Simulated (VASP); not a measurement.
# Al (P6_3/mmc) in VASP: further runs

Al is run at these levels: PBE; tasks: relaxation of cell and atoms.

Everything below comes from runs of VASP 6.6.1. Logs are shortened: lines on timing, memory, paths and dates and some standing lists are left out, and cuts for length are marked.

**1. The cell of the first run**

The structure is hexagonal, space group P6_3/mmc (No. 194). The conventional cell has a = 2.268 Å, b = 2.268 Å, c = 3.682 Å, α = 90.00°, β = 90.00°, γ = 120.00°. Within 3.0 Å of Al (site symmetry -6m2) lie 12 Al at 2.26 to 2.27 Å.

This isn't the form of Al at room conditions, which is fcc.

**2. Relaxation of cell and atoms, PBE, target pressure 230 GPa, at which the enthalpy is minimised**

Contents of INCAR:

```
SYSTEM = Al
PREC = Accurate ; ENCUT = 600
EDIFF = 1E-7 ; ISMEAR = -1
SIGMA = 0.08 ; LREAL = .FALSE.
LASPH = .TRUE. ; NELM = 80
ALGO = Normal ; ISIF = 3
LWAVE = .FALSE. ; LCHARG = .FALSE.
GGA = PE ; IBRION = 2
NSW = 32 ; EDIFFG = -0.005
PSTRESS = 2300.0
```

Contents of KPOINTS:

```
regular mesh
0
G
  19 19 11
  0 0 0
```

Contents of POSCAR:

```
Al
1.0
    2.2679449336      0.0000000000      0.0000000000
   -1.1339724668      1.9640979269      0.0000000000
    0.0000000000      0.0000000000      3.6823072538
Al
2
Direct
    0.3333333333      0.6666666667      0.2500000000
    0.6666666667      0.3333333333      0.7500000000
```

Potentials or basis: VASP PAW PBE potentials, release 64 (Al).

Command:

```
cat potpaw_PBE.64/Al/POTCAR > POTCAR
mpirun -np 1 vasp_std > vasp.out
```

OUTCAR:

```text
SYSTEM = Al
   PREC = Accurate
   ENCUT = 600
   EDIFF = 1E-7
   ISMEAR = -1
   LREAL = .FALSE.
   LASPH = .TRUE.
   NELM = 80
   ISIF = 3
   GGA = PE
   IBRION = 2
   NSW = 32
   EDIFFG = -0.005
   PSTRESS = 2300.0

 ion  position               nearest neighbor table
   1  0.333  0.667  0.250-   2 2.26   2 2.26   2 2.26   2 2.26   2 2.26   2 2.26   2 3.20   2 3.20
                             2 3.20   2 3.20   2 3.20   2 3.20
   2  0.667  0.333  0.750-   1 2.26   1 2.26   1 2.26   1 2.26   1 2.26   1 2.26   1 3.20   1 3.20
                             1 3.20   1 3.20   1 3.20   1 3.20

  LATTYP: Found a hexagonal cell.
 ALAT       =     2.2679449336
 C/A-ratio  =     1.6236316849

  Lattice vectors:

 A1 = (   2.2679449336,   0.0000000000,   0.0000000000)
 A2 = (  -1.1339724668,   1.9640979269,   0.0000000000)
 A3 = (   0.0000000000,   0.0000000000,   3.6823072538)

Analysis of symmetry for initial positions (statically):
=====================================================================
 Subroutine PRICEL returns:
 Original cell was already a primitive cell.

 Routine SETGRP: Setting up the symmetry group for a
 hexagonal supercell.

 Subroutine GETGRP returns: Found 24 space group operations
 (whereof 12 operations were pure point group operations)
 out of a pool of 24 trial point group operations.

The static configuration has the point symmetry D_3d.
 The point group associated with its full space group is D_6h.

Analysis of symmetry for dynamics (positions and initial velocities):
=====================================================================
 Subroutine PRICEL returns:
 Original cell was already a primitive cell.

 Routine SETGRP: Setting up the symmetry group for a
 hexagonal supercell.

 Subroutine GETGRP returns: Found 24 space group operations
 (whereof 12 operations were pure point group operations)
 out of a pool of 24 trial point group operations.

The dynamic configuration has the point symmetry D_3d.
 The point group associated with its full space group is D_6h.

 Subroutine INISYM returns: Found 24 space group operations
 (whereof 12 operations are pure point group operations),
 and found     1 'primitive' translations

----------------------------------------------------------------------------------------

                                     Primitive cell

  volume of cell :      16.4027

  direct lattice vectors                    reciprocal lattice vectors
     2.267944934  0.000000000  0.000000000     0.440927813  0.254569792  0.000000000
    -1.133972467  1.964097927  0.000000000     0.000000000  0.509139583  0.000000000
     0.000000000  0.000000000  3.682307254     0.000000000  0.000000000  0.271568865

  length of vectors
     2.267944934  2.267944934  3.682307254     0.509139583  0.509139583  0.271568865

  position of ions in fractional coordinates (direct lattice)
     0.333333333  0.666666667  0.250000000
     0.666666667  0.333333333  0.750000000

  ion indices of the primitive-cell ions
   primitive index   ion index
                 1           1
                 2           2

----------------------------------------------------------------------------------------

 KPOINTS: regular mesh

Automatic generation of k-mesh.
 Grid dimensions read from file:
 generate k-points for:   19   19   11

 Generating k-lattice:

  Cartesian coordinates                     Fractional coordinates (reciprocal lattice)
     0.023206727  0.013398410  0.000000000     0.052631579  0.000000000  0.000000000
     0.000000000  0.026796820  0.000000000     0.000000000  0.052631579  0.000000000
     0.000000000  0.000000000  0.024688079     0.000000000  0.000000000  0.090909091

  Length of vectors
     0.026796820  0.026796820  0.024688079

  Shift w.r.t. Gamma in fractional coordinates (k-lattice)
     0.000000000  0.000000000  0.000000000

 Subroutine IBZKPT returns following result:
 ===========================================

 Found    240 irreducible k-points:

 Following reciprocal coordinates:
            Coordinates               Weight
  0.000000  0.000000  0.000000      1.000000
  0.052632  0.000000  0.000000      6.000000
  0.105263  0.000000  0.000000      6.000000
  0.157895  0.000000  0.000000      6.000000
  0.210526  0.000000  0.000000      6.000000
  0.263158 -0.000000  0.000000      6.000000
[... 16 lines left out ...]
  0.263158  0.105263  0.000000     12.000000
  0.315789  0.105263  0.000000     12.000000
 [... further k-points ...]
   k-points           NKPTS =    240   k-points in BZ     NKDIM =    240   number of bands    NBANDS=      7
   number of dos      NEDOS =    301   number of ions     NIONS =      2
   total plane-waves  NPLWV =   9720
   dimension x,y,z NGX =    18 NGY =   18 NGZ =   30
   dimension x,y,z NGXF=    36 NGYF=   36 NGZF=   60
   ions per type =               2
   NGX,Y,Z   is equivalent  to a cutoff of  13.19, 13.19, 13.54 a.u.
   NGXF,Y,Z  is equivalent  to a cutoff of  26.39, 26.39, 27.09 a.u.
 SYSTEM =  Al
   PREC   = accura    normal or accurate (medium, high low for compatibility)
   ISTART =      0    job   : 0-new  1-cont  2-samecut
   ICHARG =      2    charge: 1-file 2-atom 10-const
   ISPIN  =      1    spin polarized calculation?
   LNONCOLLINEAR =      F non collinear calculations
   LSORBIT =      F    spin-orbit coupling
   LASPH  =      T    aspherical Exc in radial PAW
   ENCUT  =  600.0 eV  44.10 Ry    6.64 a.u.   4.53  4.53  7.35*2*pi/ulx,y,z
   NELM   =     80;   NELMIN=  2; NELMDL= -5     # of ELM steps
   EDIFF  = 0.1E-06   stopping-criterion for ELM
   LREAL  =      F    real-space projection
   EDIFFG = -.5E-02   stopping-criterion for IOM
   NSW    =     32    number of steps for IOM
   IBRION =      2    ionic relax: 0-MD 1-quasi-New 2-CG
   NFREE  =      1    steps in history (QN), initial steepest desc. (CG)
   ISIF   =      3    stress and relaxation
   ISYM   =      2    0-nonsym 1-usesym 2-fastsym
   POTIM  = 0.5000    time-step for ionic-motion
   TEBEG  =    0.0;   TEEND  =   0.0 temperature during run
   PSTRESS= 2300.0 pullay stress
   NELECT =       6.0000    total number of electrons
   NUPDOWN=      -1.0000    fix difference up-down
   EMIN   =  10.00;   EMAX   =-10.00  energy-range for DOS
   EFERMI =   0.00;   METHOD = LEGACY
   ISMEAR =    -1;   SIGMA  =   0.08  broadening in eV -4-tet -1-fermi 0-gaus
   EFERMI_NEDOS =   21; number of points for ismear=-14 and -15
   IALGO  =     38    algorithm
   IMIX   =      4    mixing-type and parameters
     AMIX     =   0.40;   BMIX     =  1.00
     AMIX_MAG =   1.60;   BMIX_MAG =  1.00
  volume/ion in A,a.u.               =       8.20        55.35
  Fermi-wavevector in a.u.,A,eV,Ry     =   1.170811  2.212511 18.650836  1.370798
  Thomas-Fermi vector in A             =   2.307264
   LORBIT       =      0    0 simple, 1 ext, 2 COOP (PROOUT), +10 PAW based schemes
   GGA     = PE    functional components
   LHFCALC =     F    Hartree Fock is set to
   AEXX    =    0.0000 exact exchange contribution
   IVDW    =     0    specifies the selected vdW correction
   LEPSILON=     F    determine dielectric tensor
   LRPA    =     F    only Hartree local field effects (RPA)
 conjugate gradient relaxation of ions
 non-spin polarized calculation
  energy-cutoff  :      600.00
  volume of cell :       16.40
 maximum number of plane-waves:       567
 NGX is ok and might be reduce to    18
   NGX =  9   NGY =  9   NGZ = 15

--------------------------------------- Ionic step        1  -------------------------------------------

 number of electron       6.0000000 magnetization

 Free energy of the ion-electron system (eV)
  ---------------------------------------------------
  ext. energy  EPLUGINS =         0.00000000
  ---------------------------------------------------
  free energy    TOTEN  =        -0.76607289 eV

  energy without entropy =       -0.75809939  energy(sigma->0) =       -0.76208614

------------------------ aborting loop because EDIFF is reached ----------------------------------------

  FORCE on cell =-STRESS in cart. coord.  units (eV):
  Direction    XX          YY          ZZ          XY          YZ          ZX
  --------------------------------------------------------------------------------------
  -------------------------------------------------------------------------------------
  Total       23.6773740     23.6773740     23.6739796      0.0000000     -0.0000000      0.0000000
  in kB     2312.7487257   2312.7487257   2312.4171721      0.0000000     -0.0000000      0.0000000
  external PRESSURE =      12.6382078 kB  Pullay stress =    2300.0000000 kB
[... 61 lines left out ...]
  enthalpy is  TOTEN    =        22.7830893861 eV   P V=       23.7680125019

--------------------------------------- Ionic step        3  -------------------------------------------

 number of electron       6.0000000 magnetization

 Free energy of the ion-electron system (eV)
  ---------------------------------------------------
  ext. energy  EPLUGINS =         0.00000000
  ---------------------------------------------------
  free energy    TOTEN  =        -0.80379690 eV

  energy without entropy =       -0.79581764  energy(sigma->0) =       -0.79980727

 E-fermi :  17.3920     XC(G=0): -13.0456

 val. band max:       17.3813278881   @ k =   0.3158   0.1579   0.0000
 cond. band min:      17.3972961924   @ k =   0.2632   0.2105   0.4545
 fundamental gap:      0.0159683044
 Fermi energy:        17.3919796344

 k-point     1 :       0.0000    0.0000    0.0000
  band No.  band energies     occupation
      1       0.8263      2.00000
      2      10.0734      2.00000
      3      12.0857      2.00000
      4      32.7163      0.00000
      5      32.7163      0.00000
      6      33.9590      0.00000
      7      34.6180      0.00000
[... 221 lines left out ...]
 k-point    24 :       0.3158    0.1053    0.0000
  band No.  band energies     occupation
      1       6.1000      2.00000
      2      14.2452      2.00000
      3      14.6293      2.00000
      4      17.7999      0.01213
      5      22.3833      0.00000
      6      23.3016      0.00000
      7      28.5550      0.00000

 [... further k-points ...]

------------------------ aborting loop because EDIFF is reached ----------------------------------------

  FORCE on cell =-STRESS in cart. coord.  units (eV):
  Direction    XX          YY          ZZ          XY          YZ          ZX
  --------------------------------------------------------------------------------------
  -------------------------------------------------------------------------------------
  Total       23.5857914     23.5857914     23.5870295      0.0000000     -0.0000000      0.0000000
  in kB     2300.1280080   2300.1280081   2300.2487483      0.0000000     -0.0000000      0.0000000
  external PRESSURE =       0.1682548 kB  Pullay stress =    2300.0000000 kB
[... 17 lines left out ...]
  FREE ENERGIE OF THE ION-ELECTRON SYSTEM (eV)
  ---------------------------------------------------
  free  energy   TOTEN  =        -0.8037968978 eV

  energy  without entropy=       -0.7958176377  energy(sigma->0) =       -0.79980727

  enthalpy is  TOTEN    =        22.7806819146 eV   P V=       23.5844788124

 reached required accuracy - stopping structural energy minimisation
```

Wall time 66 s (1 thread of Intel Xeon 8259CL, shared host); peak memory 0.15 GiB.

Results:

| Item | Value |
| --- | --- |
| Free energy | -0.8038 eV |
| Relaxed volume | 8.21 Å³/atom |
| Relaxed cell | a = 2.269 Å, b = 2.269 Å, c = 3.684 Å, α = 90.00°, β = 90.00°, γ = 120.00° |
| Space group after relaxing (to 0.1 Å) | P6_3/mmc (No. 194) |
| Energy change on relaxing (the run minimises the enthalpy) | -18.9 meV/atom |
| Ionic steps | 3 |
| Pressure after relaxing | 230.0 GPa |
| Band gap on the k mesh | zero (bands 3 and 4 overlap by 8.65 eV) |

The path:
| step | energy change (eV) | largest force (eV/Å) | pressure (GPa) | volume (Å³) |
| --- | --- | --- | --- | --- |
| 1 | 0.0000 | 0.0000 | 231.26 | 16.40 |
| 2 | -0.2189 | 0.0000 | 224.03 | 16.56 |
| 3 | -0.0377 | 0.0000 | 230.02 | 16.43 |

Final structure:
```xyz
2
Lattice="2.2692 0.0000 0.0000 -1.1346 1.9652 0.0000 0.0000 0.0000 3.6842" Properties=species:S:1:pos:R:3 pbc="T T T"
Al    0.0000    1.3101    0.9211
Al    1.1346    0.6551    2.7632
```

Levels at points of the mesh, in eV from the Fermi level:
```
           k point  band 1  band 2  band 3  band 4  band 5  band 6  band 7
(0.00, 0.00, 0.00)  -16.57   -7.32   -5.31   15.32   15.32   16.57   17.23
```

Caveat: the cell is relaxed towards a set pressure, so the run minimises the enthalpy, not the energy.

**3. Relaxation of cell and atoms, PBE, target pressure 230 GPa, at which the enthalpy is minimised**

This run uses another cell than the first one, of 8.23 Å³/atom.

Contents of INCAR:

```
PREC = Accurate
ENCUT = 600
EDIFF = 1E-6
ISMEAR = -1
SIGMA = 0.08
LREAL = F
LASPH = T
NELM = 80
ALGO = Normal
ISIF = 3
LWAVE = F
LCHARG = F
GGA = PE
IBRION = 2
NSW = 60
EDIFFG = -0.005
PSTRESS = 2300.0
```

Contents of KPOINTS:

```
regular mesh
0
Gamma
  19 19 11
```

Contents of POSCAR:

```
Al
1.0
    2.2718648921      0.0000000000      0.0000000000
   -1.1359324461      1.9674927106      0.0000000000
    0.0000000000      0.0000000000      3.6804211253
Al
2
Direct
    0.3333333333      0.6666666667      0.2500000000
    0.6666666667      0.3333333333      0.7500000000
```

Potentials or basis: VASP PAW PBE potentials, release 64 (Al).

Command:

```
cat potpaw_PBE.64/Al/POTCAR > POTCAR
mpirun -np 1 vasp_std > vasp.out
```

It took 88 s on 1 thread of Intel Xeon 8259CL, shared host; peak memory 0.15 GiB.

It converged, with:

```yaml
Free_energy: -0.8035 eV
Relaxed_volume: 8.21 Å³/atom
Relaxed_cell: a = 2.269 Å, b = 2.269 Å, c = 3.684 Å, α = 90.00°, β = 90.00°, γ = 120.00°
Space_group_after_relaxing_to_0.1_Å: P6_3/mmc (No. 194)
Energy_change_on_relaxing_the_run_minimises_the_enthalpy: +15.9 meV/atom
Ionic_steps: 5
Pressure_after_relaxing: 230.0 GPa
Band_gap_on_the_k_mesh: zero (bands 3 and 4 overlap by 8.65 eV)
```

The path:
```tsv
step	energy change (eV)	largest force (eV/Å)	pressure (GPa)	volume (Å³)
1	0.0000	0.0000	228.94	16.45
2	0.1876	0.0000	235.22	16.32
3	0.0434	0.0000	230.39	16.42
4	0.0158	0.0000	229.52	16.44
5	0.0318	0.0000	230.03	16.43
```

Final structure:
```yaml
crystal:
  lattice:
    - [2.26913, 0.00000, 0.00000]
    - [-1.13457, 1.96513, 0.00000]
    - [0.00000, 0.00000, 3.68429]
  atoms:
    - { symbol: Al, position: [0.33333, 0.66667, 0.25000] }
    - { symbol: Al, position: [0.66667, 0.33333, 0.75000] }
```

Levels at points of the mesh, in eV from the Fermi level:
```csv
k point,band 1,band 2,band 3,band 4,band 5,band 6,band 7
"(0.00, 0.00, 0.00)",-16.57,-7.32,-5.31,15.33,15.33,16.57,17.23
```

Caveat: the cell is relaxed towards a set pressure, so the run minimises the enthalpy, not the energy.
